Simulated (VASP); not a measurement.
# Ti8C5 (R-3m) in VASP: single point with r2SCAN

Aim: the single point of Ti8C5 with r2SCAN.

Program: VASP 6.6.1. These are calculated values, not measurements. Logs are shortened: lines on timing, memory, paths and dates and some standing lists are left out, and cuts for length are marked.

### 1 The cell of the first run

The structure is trigonal, space group R-3m (No. 166). The conventional cell has a = 5.946 Å, b = 5.946 Å, c = 14.320 Å, α = 90.00°, β = 90.00°, γ = 120.00°. Within 2.7 Å of Ti (site symmetry m) lie 4 C at 2.06 to 2.09 Å. Within 2.7 Å of Ti (site symmetry 3m) lie 3 C at 2.07 Å. Within 2.7 Å of C (site symmetry 2/m) lie 6 Ti at 2.06 to 2.07 Å. C (site symmetry -3m) has 6 Ti at 2.09 Å within 2.8 Å. C (site symmetry -3m) has 6 Ti at 2.09 Å within 2.8 Å.

### 2 Single point, r2SCAN (11.24 Å³/atom)

File POSCAR:

```
Ti8C5
1.0
    2.9731742552      1.7165629566      4.7734102123
   -2.9731742552      1.7165629566      4.7734102123
    0.0000000000     -3.4331259132      4.7734102123
Ti C
8 5
Direct
    0.2496471451      0.7582496094      0.2496471451
    0.2496471451      0.2496471451      0.7582496094
    0.7582496094      0.2496471451      0.2496471451
    0.2417503906      0.7503528549      0.7503528549
    0.7503528549      0.2417503906      0.7503528549
    0.7503528549      0.7503528549      0.2417503906
    0.2470941043      0.2470941043      0.2470941043
    0.7529058957      0.7529058957      0.7529058957
    0.0000000000      0.0000000000      0.5000000000
    0.5000000000      0.0000000000      0.0000000000
    0.0000000000      0.5000000000      0.0000000000
    0.5000000000      0.5000000000      0.5000000000
    0.0000000000      0.0000000000      0.0000000000
```

File INCAR.step1:

```
SYSTEM = Ti8C5
PREC = Accurate ; ENCUT = 520
ISMEAR = 0 ; SIGMA = 0.1
LREAL = .FALSE. ; LASPH = .TRUE.
NELM = 60 ; NBANDS = 70
GGA = PE ; ALGO = Normal
EDIFF = 1E-4 ; LWAVE = .TRUE.
LCHARG = .FALSE.
```

File INCAR.step2:

```
SYSTEM = Ti8C5
PREC = Accurate ; ENCUT = 520
EDIFF = 1E-7 ; ISMEAR = 0
SIGMA = 0.1 ; LREAL = .FALSE.
LASPH = .TRUE. ; NELM = 60
ALGO = Normal ; ISIF = 2
LWAVE = .FALSE. ; LCHARG = .TRUE.
METAGGA = R2SCAN ; LMIXTAU = .TRUE.
LELF = .TRUE. ; LVHAR = .TRUE.
NBANDS = 70 ; ISTART = 1
```

File KPOINTS:

```
regular mesh
0
G
  6 6 6
  0 0 0
```

Potentials or basis: VASP PAW PBE potentials, release 64 (Ti_sv, C).

Command:

```bash
> cat potpaw_PBE.64/Ti_sv/POTCAR potpaw_PBE.64/C/POTCAR > POTCAR
> cp INCAR.step1 INCAR
> mpirun -np 1 vasp_std > vasp.out
> cp INCAR.step2 INCAR
> mpirun -np 1 vasp_std > vasp.out
```

OUTCAR:

```text
SYSTEM = Ti8C5
   PREC = Accurate
   ENCUT = 520
   EDIFF = 1E-7
   ISMEAR = 0
   LREAL = .FALSE.
   LASPH = .TRUE.
   NELM = 60
   ISIF = 2
   METAGGA = R2SCAN
   ISTART = 1

 ion  position               nearest neighbor table
   1  0.250  0.758  0.250-   9 2.06  10 2.06  13 2.09  12 2.09   7 2.86   6 2.90   4 2.90
   2  0.250  0.250  0.758-  10 2.06  11 2.06  13 2.09  12 2.09   7 2.86   4 2.90   5 2.90
   3  0.758  0.250  0.250-   9 2.06  11 2.06  13 2.09  12 2.09   7 2.86   6 2.90   5 2.90
   4  0.242  0.750  0.750-   9 2.06  11 2.06  13 2.09  12 2.09   8 2.86   2 2.90   1 2.90
   5  0.750  0.242  0.750-   9 2.06  10 2.06  13 2.09  12 2.09   8 2.86   2 2.90   3 2.90
   6  0.750  0.750  0.242-  10 2.06  11 2.06  13 2.09  12 2.09   8 2.86   3 2.90   1 2.90
   7  0.247  0.247  0.247-  10 2.07  11 2.07   9 2.07   3 2.86   1 2.86   2 2.86
   8  0.753  0.753  0.753-  10 2.07  11 2.07   9 2.07   5 2.86   4 2.86   6 2.86
   9  0.000  0.000  0.500-   4 2.06   5 2.06   1 2.06   3 2.06   7 2.07   8 2.07
  10  0.500  0.000  0.000-   6 2.06   2 2.06   5 2.06   1 2.06   7 2.07   8 2.07
  11  0.000  0.500  0.000-   6 2.06   2 2.06   4 2.06   3 2.06   7 2.07   8 2.07
  12  0.500  0.500  0.500-   1 2.09   3 2.09   4 2.09   5 2.09   2 2.09   6 2.09
  13  0.000  0.000  0.000-   1 2.09   3 2.09   4 2.09   5 2.09   2 2.09   6 2.09

  LATTYP: Found a trigonal (rhomboedric) cell.
 ALAT       =     5.8797787876
 COS(alpha) =     0.4886141010

  Lattice vectors:

 A1 = (   2.9731742552,   1.7165629566,   4.7734102123)
 A2 = (  -2.9731742552,   1.7165629566,   4.7734102123)
 A3 = (   0.0000000000,  -3.4331259132,   4.7734102123)

Analysis of symmetry for initial positions (statically):
=====================================================================
 Subroutine PRICEL returns:
 Original cell was already a primitive cell.

 Routine SETGRP: Setting up the symmetry group for a
 trigonal (rhombohedral) supercell.

 Subroutine GETGRP returns: Found 12 space group operations
 (whereof 12 operations were pure point group operations)
 out of a pool of 12 trial point group operations.

The static configuration has the point symmetry D_3d.

Analysis of symmetry for dynamics (positions and initial velocities):
=====================================================================
 Subroutine PRICEL returns:
 Original cell was already a primitive cell.

 Routine SETGRP: Setting up the symmetry group for a
 trigonal (rhombohedral) supercell.

 Subroutine GETGRP returns: Found 12 space group operations
 (whereof 12 operations were pure point group operations)
 out of a pool of 12 trial point group operations.

The dynamic configuration has the point symmetry D_3d.

 Subroutine INISYM returns: Found 12 space group operations
 (whereof 12 operations are pure point group operations),
 and found     1 'primitive' translations

----------------------------------------------------------------------------------------

                                     Primitive cell

  volume of cell :     146.1706

  direct lattice vectors                    reciprocal lattice vectors
     2.973174255  1.716562957  4.773410212     0.168170432  0.097093244  0.069831278
    -2.973174255  1.716562957  4.773410212    -0.168170432  0.097093244  0.069831278
     0.000000000 -3.433125913  4.773410212     0.000000000 -0.194186489  0.069831278

  length of vectors
     5.879778788  5.879778788  5.879778788     0.206360848  0.206360848  0.206360848

  position of ions in fractional coordinates (direct lattice)
     0.249647145  0.758249609  0.249647145
     0.249647145  0.249647145  0.758249609
     0.758249609  0.249647145  0.249647145
     0.241750391  0.750352855  0.750352855
     0.750352855  0.241750391  0.750352855
     0.750352855  0.750352855  0.241750391
     0.247094104  0.247094104  0.247094104
     0.752905896  0.752905896  0.752905896
     0.000000000  0.000000000  0.500000000
     0.500000000  1.000000000  0.000000000
     1.000000000  0.500000000  0.000000000
     0.500000000  0.500000000  0.500000000
     0.000000000  0.000000000  0.000000000

  ion indices of the primitive-cell ions
   primitive index   ion index
                 1           1
                 2           2
                 3           3
                 4           4
                 5           5
                 6           6
                 7           7
                 8           8
                 9           9
                10          10
                11          11
                12          12
                13          13

----------------------------------------------------------------------------------------

 KPOINTS: regular mesh

Automatic generation of k-mesh.
 Grid dimensions read from file:
 generate k-points for:    6    6    6

 Generating k-lattice:

  Cartesian coordinates                     Fractional coordinates (reciprocal lattice)
     0.028028405  0.016182207  0.011638546     0.166666667 -0.000000000  0.000000000
    -0.028028405  0.016182207  0.011638546    -0.000000000  0.166666667  0.000000000
     0.000000000 -0.032364415  0.011638546     0.000000000  0.000000000  0.166666667

  Length of vectors
     0.034393475  0.034393475  0.034393475

  Shift w.r.t. Gamma in fractional coordinates (k-lattice)
     0.000000000  0.000000000  0.000000000

 Subroutine IBZKPT returns following result:
 ===========================================

 Found     32 irreducible k-points:

 Following reciprocal coordinates:
            Coordinates               Weight
  0.000000  0.000000  0.000000      1.000000
  0.166667  0.000000 -0.000000      6.000000
  0.333333  0.000000  0.000000      6.000000
  0.500000  0.000000 -0.000000      3.000000
  0.166667  0.166667 -0.000000      6.000000
  0.333333  0.166667  0.000000     12.000000
[... 16 lines left out ...]
  0.500000  0.500000  0.166667      6.000000
 -0.333333  0.500000  0.166667     12.000000
 [... further k-points ...]
   k-points           NKPTS =     32   k-points in BZ     NKDIM =     32   number of bands    NBANDS=     70
   number of dos      NEDOS =    301   number of ions     NIONS =     13
   total plane-waves  NPLWV = 110592
   dimension x,y,z NGX =    48 NGY =   48 NGZ =   48
   dimension x,y,z NGXF=    96 NGYF=   96 NGZF=   96
   ions per type =               8   5
   NGX,Y,Z   is equivalent  to a cutoff of  13.57, 13.57, 13.57 a.u.
   NGXF,Y,Z  is equivalent  to a cutoff of  27.14, 27.14, 27.14 a.u.
 SYSTEM =  Ti8C5
   PREC   = accura    normal or accurate (medium, high low for compatibility)
   ISTART =      1    job   : 0-new  1-cont  2-samecut
   ICHARG =      0    charge: 1-file 2-atom 10-const
   ISPIN  =      1    spin polarized calculation?
   LNONCOLLINEAR =      F non collinear calculations
   LSORBIT =      F    spin-orbit coupling
   LASPH  =      T    aspherical Exc in radial PAW
   ENCUT  =  520.0 eV  38.22 Ry    6.18 a.u.  10.93 10.93 10.93*2*pi/ulx,y,z
   NELM   =     60;   NELMIN=  2; NELMDL=  0     # of ELM steps
   EDIFF  = 0.1E-06   stopping-criterion for ELM
   LREAL  =      F    real-space projection
   EDIFFG = 0.1E-05   stopping-criterion for IOM
   NSW    =      0    number of steps for IOM
   IBRION =     -1    ionic relax: 0-MD 1-quasi-New 2-CG
   NFREE  =      0    steps in history (QN), initial steepest desc. (CG)
   ISIF   =      2    stress and relaxation
   ISYM   =      2    0-nonsym 1-usesym 2-fastsym
   POTIM  = 0.5000    time-step for ionic-motion
   TEBEG  =    0.0;   TEEND  =   0.0 temperature during run
   PSTRESS=    0.0 pullay stress
   NELECT =     116.0000    total number of electrons
   NUPDOWN=      -1.0000    fix difference up-down
   EMIN   =  10.00;   EMAX   =-10.00  energy-range for DOS
   EFERMI =   0.00;   METHOD = LEGACY
   ISMEAR =     0;   SIGMA  =   0.10  broadening in eV -4-tet -1-fermi 0-gaus
   EFERMI_NEDOS =   21; number of points for ismear=-14 and -15
   IALGO  =     38    algorithm
   IMIX   =      4    mixing-type and parameters
     AMIX     =   0.40;   BMIX     =  1.00
     AMIX_MAG =   1.60;   BMIX_MAG =  1.00
  volume/ion in A,a.u.               =      11.24        75.88
  Fermi-wavevector in a.u.,A,eV,Ry     =   1.515680  2.864219 31.256463  2.297285
  Thomas-Fermi vector in A             =   2.625171
   LORBIT       =      0    0 simple, 1 ext, 2 COOP (PROOUT), +10 PAW based schemes
   METAGGA = R2SCAN    functional components
   LHFCALC =     F    Hartree Fock is set to
   AEXX    =    0.0000 exact exchange contribution
   IVDW    =     0    specifies the selected vdW correction
   LEPSILON=     F    determine dielectric tensor
   LRPA    =     F    only Hartree local field effects (RPA)
 non-spin polarized calculation
 Gauss-broadening in eV      SIGMA  =   0.10
  energy-cutoff  :      520.00
  volume of cell :      146.17
 maximum number of plane-waves:      3952
 NGX is ok and might be reduce to    48
   NGX = 21   NGY = 21   NGZ = 21

 number of electron     115.9999995 magnetization

 Free energy of the ion-electron system (eV)
  ---------------------------------------------------
  ext. energy  EPLUGINS =         0.00000000
  ---------------------------------------------------
  free energy    TOTEN  =      -163.47548413 eV

  energy without entropy =     -163.46116280  energy(sigma->0) =     -163.46832347

 E-fermi :   9.5929     XC(G=0): -13.4311

 val. band max:        9.5338099314   @ k =  -0.1667   0.3333   0.1667
 cond. band min:       9.6023751905   @ k =   0.3333   0.3333   0.0000
 fundamental gap:      0.0685652591
 Fermi energy:         9.5928798887

 k-point     1 :       0.0000    0.0000    0.0000
  band No.  band energies     occupation
      1     -49.2456      2.00000
      2     -49.2111      2.00000
      3     -49.0760      2.00000
      4     -49.0324      2.00000
      5     -49.0324      2.00000
      6     -49.0254      2.00000
[... 62 lines left out ...]
     69      13.0208      0.00000
     70      13.0715      0.00000

 k-point     2 :       0.1667    0.0000   -0.0000
  band No.  band energies     occupation
      1     -49.2413      2.00000
      2     -49.2114      2.00000
      3     -49.0753      2.00000
      4     -49.0371      2.00000
      5     -49.0297      2.00000
      6     -49.0239      2.00000
[... 62 lines left out ...]
     69      12.8153      0.00000
     70      12.9613      0.00000

 k-point     3 :       0.3333    0.0000    0.0000
  band No.  band energies     occupation
      1     -49.2309      2.00000
      2     -49.2135      2.00000
      3     -49.0716      2.00000
      4     -49.0494      2.00000
      5     -49.0226      2.00000
      6     -49.0191      2.00000
[... 1522 lines left out ...]
     69      12.3248      0.00000
     70      12.4636      0.00000

 k-point    24 :      -0.3333    0.5000    0.1667
  band No.  band energies     occupation
      1     -49.2190      2.00000
      2     -49.2140      2.00000
      3     -49.0646      2.00000
      4     -49.0505      2.00000
      5     -49.0331      2.00000
      6     -49.0211      2.00000
[... 62 lines left out ...]
     69      12.5810      0.00000
     70      12.6601      0.00000

 [... further k-points ...]

------------------------ aborting loop because EDIFF is reached ----------------------------------------

  FORCE on cell =-STRESS in cart. coord.  units (eV):
  Direction    XX          YY          ZZ          XY          YZ          ZX
  --------------------------------------------------------------------------------------
  -------------------------------------------------------------------------------------
  Total       19.5511310     19.5511310     19.5450080      0.0000000      0.0000000      0.0000000
  in kB      214.3000937    214.3000937    214.2329785      0.0000000      0.0000000      0.0000000
  external PRESSURE =     214.2777220 kB  Pullay stress =       0.0000000 kB

 VOLUME and BASIS-vectors are now :
 -----------------------------------------------------------------------------
  energy-cutoff  :      520.00
  volume of cell :      146.17
      direct lattice vectors                 reciprocal lattice vectors
     2.973174255  1.716562957  4.773410212     0.168170432  0.097093244  0.069831278
    -2.973174255  1.716562957  4.773410212    -0.168170432  0.097093244  0.069831278
     0.000000000 -3.433125913  4.773410212     0.000000000 -0.194186489  0.069831278

 POSITION                                       TOTAL-FORCE (eV/Angst)
 -----------------------------------------------------------------------------------
     -1.51216      0.87305      6.00277         0.039627     -0.022879     -0.064011
      0.00000     -1.74610      6.00277         0.000000      0.045757     -0.064011
      1.51216      0.87305      6.00277        -0.039627     -0.022879     -0.064011
     -1.51216     -0.87305      8.31746         0.039627      0.022879      0.064011
      1.51216     -0.87305      8.31746        -0.039627      0.022879      0.064011
      0.00000      1.74610      8.31746         0.000000     -0.045757      0.064011
      0.00000      0.00000      3.53844         0.000000     -0.000000      0.096648
      0.00000      0.00000     10.78179         0.000000     -0.000000     -0.096648
      0.00000     -1.71656      2.38671         0.000000     -0.000000      0.000000
      1.48659      0.85828      2.38671         0.000000     -0.000000      0.000000
     -1.48659      0.85828      2.38671         0.000000     -0.000000      0.000000
      0.00000      0.00000      7.16012         0.000000     -0.000000      0.000000
      0.00000      0.00000      0.00000         0.000000     -0.000000      0.000000
 -----------------------------------------------------------------------------------
    total drift:                               -0.000000      0.000000      0.000000

  FREE ENERGIE OF THE ION-ELECTRON SYSTEM (eV)
  ---------------------------------------------------
  free  energy   TOTEN  =      -163.4754841268 eV

  energy  without entropy=     -163.4611628035  energy(sigma->0) =     -163.46832347
```

It took 25 min on 1 thread of Intel Xeon Platinum 8488C (Sapphire Rapids), shared host; peak memory 0.5 GiB.

Results:

| Item | Value |
| --- | --- |
| Free energy | -163.4755 eV |
| Pressure | 21.4 GPa |
| Largest force | 0.097 eV/Å |
| Band gap on the k mesh | zero (bands 58 and 59 overlap by 0.09 eV) |

Forces in eV/Å, atoms in the order of the input:
```
Ti   0.040 -0.023 -0.064
Ti   0.000  0.046 -0.064
Ti  -0.040 -0.023 -0.064
Ti   0.040  0.023  0.064
Ti  -0.040  0.023  0.064
Ti   0.000 -0.046  0.064
Ti   0.000  0.000  0.097
Ti   0.000  0.000 -0.097
C    0.000  0.000  0.000
C    0.000  0.000  0.000
C    0.000  0.000  0.000
C    0.000  0.000  0.000
C    0.000  0.000  0.000
```

Caveat: the cell stands under pressure; the PAW data sets were made with another functional, which shifts forces and pressure a little.

The gap in the log of VASP goes by the Fermi energy; the results here count the filled bands.